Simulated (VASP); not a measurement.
# Tl2B (R-3m) in VASP: a series of runs, part 2 of 2

VASP 6.6.1. The steps go on from the part before.

### 4 Single point, PBE

This run uses another cell than the first one, of 23.44 Å³/atom.

The input, INCAR:

```
SYSTEM = Tl2B
PREC = Accurate
ENCUT = 520
EDIFF = 1E-7
ISMEAR = 0
SIGMA = 0.1
LREAL = .False.
LASPH = .True.
NELM = 100
ALGO = Fast
ISIF = 2
LWAVE = .False.
LCHARG = .False.
GGA = PE
NBANDS = 22
```

The input, KPOINTS:

```
Automatic mesh
0
Gamma
  12 12 12
  0 0 0
```

The input, POSCAR:

```
Tl2B
1.0
    1.9872565812      1.1473431221      5.1408138167
   -1.9872565812      1.1473431221      5.1408138167
    0.0000000000     -2.2946862443      5.1408138167
Tl B
2 1
Direct
    0.7468669965      0.7468669965      0.7468669965
    0.2531330035      0.2531330035      0.2531330035
    0.0000000000      0.0000000000      0.0000000000
```

Potentials or basis: VASP PAW PBE potentials, release 64 (Tl_d, B).

Command:

```bash
cat potpaw_PBE.64/Tl_d/POTCAR potpaw_PBE.64/B/POTCAR > POTCAR
mpirun -np 1 vasp_std > vasp.out
```

OUTCAR:

```text
SYSTEM = Tl2B
   PREC = Accurate
   ENCUT = 520
   EDIFF = 1E-7
   ISMEAR = 0
   LREAL = .False.
   LASPH = .True.
   NELM = 100
   ISIF = 2
   GGA = PE

 ion  position               nearest neighbor table
   1  0.747  0.747  0.747-   3 2.61   3 2.61   3 2.61   2 3.37   2 3.37   2 3.37   2 3.52   2 3.52
                             2 3.52
   2  0.253  0.253  0.253-   3 2.61   3 2.61   3 2.61   1 3.37   1 3.37   1 3.37   1 3.52   1 3.52
                             1 3.52
   3  0.000  0.000  0.000-   1 2.61   1 2.61   2 2.61   2 2.61   1 2.61   2 2.61

  LATTYP: Found a trigonal (rhomboedric) cell.
 ALAT       =     5.6297026260
 COS(alpha) =     0.7507891345

  Lattice vectors:

 A1 = (   1.9872565812,   1.1473431221,   5.1408138167)
 A2 = (  -1.9872565812,   1.1473431221,   5.1408138167)
 A3 = (   0.0000000000,  -2.2946862443,   5.1408138167)

Analysis of symmetry for initial positions (statically):
=====================================================================
 Subroutine PRICEL returns:
 Original cell was already a primitive cell.

 Routine SETGRP: Setting up the symmetry group for a
 trigonal (rhombohedral) supercell.

 Subroutine GETGRP returns: Found 12 space group operations
 (whereof 12 operations were pure point group operations)
 out of a pool of 12 trial point group operations.

The static configuration has the point symmetry D_3d.

Analysis of symmetry for dynamics (positions and initial velocities):
=====================================================================
 Subroutine PRICEL returns:
 Original cell was already a primitive cell.

 Routine SETGRP: Setting up the symmetry group for a
 trigonal (rhombohedral) supercell.

 Subroutine GETGRP returns: Found 12 space group operations
 (whereof 12 operations were pure point group operations)
 out of a pool of 12 trial point group operations.

The dynamic configuration has the point symmetry D_3d.

 Subroutine INISYM returns: Found 12 space group operations
[... 111 lines left out ...]
   NUPDOWN=      -1.0000    fix difference up-down
   EMIN   =  10.00;   EMAX   =-10.00  energy-range for DOS
   EFERMI =   0.00;   METHOD = LEGACY
   ISMEAR =     0;   SIGMA  =   0.10  broadening in eV -4-tet -1-fermi 0-gaus
   EFERMI_NEDOS =   21; number of points for ismear=-14 and -15
   IALGO  =     68    algorithm
   IMIX   =      4    mixing-type and parameters
     AMIX     =   0.40;   BMIX     =  1.00
     AMIX_MAG =   1.60;   BMIX_MAG =  1.00
  volume/ion in A,a.u.               =      23.44       158.20
  Fermi-wavevector in a.u.,A,eV,Ry     =   1.218514  2.302659 20.201625  1.484778
  Thomas-Fermi vector in A             =   2.353798
   LORBIT       =      0    0 simple, 1 ext, 2 COOP (PROOUT), +10 PAW based schemes
   GGA     = PE    functional components
   LHFCALC =     F    Hartree Fock is set to
   AEXX    =    0.0000 exact exchange contribution
   IVDW    =     0    specifies the selected vdW correction
   LEPSILON=     F    determine dielectric tensor
   LRPA    =     F    only Hartree local field effects (RPA)
 non-spin polarized calculation
 RMM-DIIS sequential band-by-band and
 Gauss-broadening in eV      SIGMA  =   0.10
  energy-cutoff  :      520.00
  volume of cell :       70.33
 maximum number of plane-waves:      1945
 NGX is ok and might be reduce to    42
   NGX = 21   NGY = 21   NGZ = 21

 number of electron      29.0000000 magnetization

 Free energy of the ion-electron system (eV)
  ---------------------------------------------------
  ext. energy  EPLUGINS =         0.00000000
  ---------------------------------------------------
  free energy    TOTEN  =        -8.22321473 eV

  energy without entropy =       -8.21647097  energy(sigma->0) =       -8.21984285

 E-fermi :   5.4182     XC(G=0):  -9.9561

 val. band max:        5.4158950653   @ k =   0.3333   0.1667   0.0833
 cond. band min:       5.4635024605   @ k =   0.2500   0.2500  -0.0000
 fundamental gap:      0.0476073952
 Fermi energy:         5.4181518841

 k-point     1 :       0.0000    0.0000    0.0000
  band No.  band energies     occupation
      1      -5.9710      2.00000
      2      -5.9667      2.00000
      3      -5.9667      2.00000
      4      -5.9358      2.00000
      5      -5.9358      2.00000
      6      -5.6123      2.00000
[... 589 lines left out ...]
     21      13.5960      0.00000
     22      14.2828      0.00000

 [... further k-points ...]
[... 5 lines left out ...]
  --------------------------------------------------------------------------------------
  -------------------------------------------------------------------------------------
  Total       -0.0103591     -0.0103591     -0.0378922      0.0000000      0.0000000      0.0000000
  in kB       -0.2359938     -0.2359938     -0.8632370      0.0000000      0.0000000      0.0000000
  external PRESSURE =      -0.4450749 kB  Pullay stress =       0.0000000 kB

 VOLUME and BASIS-vectors are now :
 -----------------------------------------------------------------------------
  energy-cutoff  :      520.00
  volume of cell :       70.33
      direct lattice vectors                 reciprocal lattice vectors
     1.987256581  1.147343122  5.140813817     0.251603142  0.145263142  0.064840577
    -1.987256581  1.147343122  5.140813817    -0.251603142  0.145263142  0.064840577
     0.000000000 -2.294686244  5.140813817     0.000000000 -0.290526284  0.064840577

 POSITION                                       TOTAL-FORCE (eV/Angst)
 -----------------------------------------------------------------------------------
      0.00000     -0.00000     11.51851        -0.000000      0.000000     -0.000029
      0.00000     -0.00000      3.90393        -0.000000     -0.000000      0.000029
      0.00000      0.00000      0.00000         0.000000      0.000000      0.000000
 -----------------------------------------------------------------------------------
    total drift:                                0.000000     -0.000000      0.000000

  FREE ENERGIE OF THE ION-ELECTRON SYSTEM (eV)
  ---------------------------------------------------
  free  energy   TOTEN  =        -8.2232147330 eV

  energy  without entropy=       -8.2164709726  energy(sigma->0) =       -8.21984285
```

OSZICAR:

```text
N       E                     dE             d eps       ncg     rms          rms(c)
DAV:   1     0.139536252928E+03    0.13954E+03   -0.15042E+04  8324   0.121E+03
DAV:   2    -0.553291931638E+01   -0.14507E+03   -0.14092E+03  9684   0.269E+02
DAV:   3    -0.886960428616E+01   -0.33367E+01   -0.33156E+01  9844   0.356E+01
DAV:   4    -0.889248324922E+01   -0.22879E-01   -0.22872E-01  8892   0.319E+00
DAV:   5    -0.889285693097E+01   -0.37368E-03   -0.37368E-03  9750   0.407E-01    0.694E+00
RMM:   6    -0.822893048191E+01    0.66393E+00   -0.85248E-01  8330   0.439E+00    0.393E+00
RMM:   7    -0.822508830781E+01    0.38422E-02   -0.39555E-02  8815   0.134E+00    0.242E+00
RMM:   8    -0.822388730374E+01    0.12010E-02   -0.87990E-03  8824   0.682E-01    0.181E-01
RMM:   9    -0.822319738623E+01    0.68992E-03   -0.19702E-03  9130   0.234E-01    0.652E-02
RMM:  10    -0.822320264893E+01   -0.52627E-05   -0.22140E-04  9008   0.100E-01    0.215E-02
RMM:  11    -0.822321628812E+01   -0.13639E-04   -0.31724E-05  9221   0.356E-02    0.795E-03
RMM:  12    -0.822321467784E+01    0.16103E-05   -0.94091E-06  9332   0.168E-02    0.155E-03
RMM:  13    -0.822321480291E+01   -0.12507E-06   -0.13318E-06  8552   0.716E-03    0.833E-04
RMM:  14    -0.822321473303E+01    0.69883E-07   -0.24653E-07  7141   0.306E-03
   1 F= -.82232147E+01 E0= -.82198429E+01  d E =-.674376E-02
```

It took 13 min on 1 thread of Intel Xeon 8259CL, shared host; peak memory 0.44 GiB.

Results:

```yaml
Free_energy: -8.2232 eV
Pressure: 0.0 GPa
Band_gap_on_the_k_mesh: zero (an odd number of electrons rules out a gap without spin polarisation)
```

Levels at points of the mesh, in eV from the Fermi level:
| k point | band 13 | band 14 | band 15 | band 16 | band 17 | band 18 |
| --- | --- | --- | --- | --- | --- | --- |
| (0.00, 0.00, 0.00) | -3.06 | 1.21 | 1.21 | 2.77 | 3.81 | 4.39 |
| (0.50, 0.00, 0.00) | -3.12 | -1.42 | -0.31 | 1.70 | 3.02 | 3.88 |
| (0.50, 0.50, 0.00) | -3.57 | -2.75 | -0.87 | 1.84 | 2.04 | 6.70 |
| (0.50, 0.50, 0.50) | 0.75 | 1.06 | 1.06 | 2.40 | 5.18 | 5.18 |

Caveat: spin-orbit coupling is left out, which moves the levels of the heavy elements.

### 5 Relaxation of cell and atoms, PBE

This run uses another cell than the first one, of 23.44 Å³/atom.

The input, INCAR:

```
ALGO     = Fast           # electronic algorithm
EDIFF    = 1E-7           # SCF threshold, eV
EDIFFG   = -0.01          # ionic threshold
ENCUT    = 600            # plane-wave cutoff, eV
GGA      = PE             # functional
IBRION   = 2              # ionic algorithm
ISIF     = 3              # what is computed and relaxed
ISMEAR   = 0              # smearing method
LASPH    = True           # aspherical terms in the spheres
LCHARG   = False          # write CHGCAR
LREAL    = False          # projectors in reciprocal space
LWAVE    = False          # write WAVECAR
NELM     = 100            # most SCF steps
NSW      = 100            # ionic steps
PREC     = Accurate       # precision mode
SIGMA    = 0.1            # smearing width, eV
```

The input, KPOINTS:

```
k-points
0
Gamma
  12 12 12
```

POSCAR is that of step 4.

Command:

```bash
cat potpaw_PBE.64/Tl_d/POTCAR potpaw_PBE.64/B/POTCAR > POTCAR
mpirun -np 1 vasp_std > vasp.out
```

It took 14 min on 1 thread of Intel Xeon 8259CL, shared host; peak memory 0.52 GiB.

The run converged. Its results:

```
Free energy             : -8.2235 eV
Pressure after relaxing : 0.0 GPa
Band gap on the k mesh  : zero (an odd number of electrons rules out a gap without spin polarisation)
```

Final structure:
```
Tl B
1.0
     1.98726    1.14734    5.14081
    -1.98726    1.14734    5.14081
     0.00000   -2.29469    5.14081
Tl B
2 1
Direct
  0.74687 0.74687 0.74687
  0.25313 0.25313 0.25313
  0.00000 0.00000 0.00000
```

Levels at points of the mesh, in eV from the Fermi level:
```csv
k point,band 12,band 13,band 14,band 15,band 16,band 17,band 18
"(0.00, 0.00, 0.00)",-4.34,-3.06,1.21,1.21,2.77,3.81,4.39
"(0.50, 0.00, 0.00)",-6.69,-3.12,-1.42,-0.31,1.70,3.02,3.88
"(0.50, 0.50, 0.00)",-6.31,-3.57,-2.75,-0.87,1.84,2.04,7.11
"(0.50, 0.50, 0.50)",-7.33,0.75,1.06,1.06,2.40,5.18,5.18
```

Caveat: the relaxation stopped at its first step, so nothing moved; spin-orbit coupling is left out, which moves the levels of the heavy elements.

### 6 Overview

```tsv
task	cell	k mesh	cutoff (eV)	gap on the mesh (eV)	pressure (GPa)
single point	a = 6.734 Å, angles 32.4°, 3 atoms, atomic positions A	6 × 6 × 6	520	none	0.7
single point	a = 5.630 Å, angles 41.3°, 3 atoms, atomic positions B	12 × 12 × 12	520	none	0.0
relaxation of cell and atoms	relaxed from a = 5.630 Å, angles 41.3°, 3 atoms, atomic positions B	12 × 12 × 12	600	none	0.0
```

Alike in all rows: level PBE; potentials or basis VASP PAW PBE potentials, release 64 (Tl_d, B); no spin polarisation; smearing gaussian 0.1 eV.

Caveats: spin-orbit coupling is left out, which moves the levels of the heavy elements; the relaxation stopped at its first step, so nothing moved (at least some runs).

Total energies depend on the potentials used, so only differences within one code and one set of settings carry meaning.
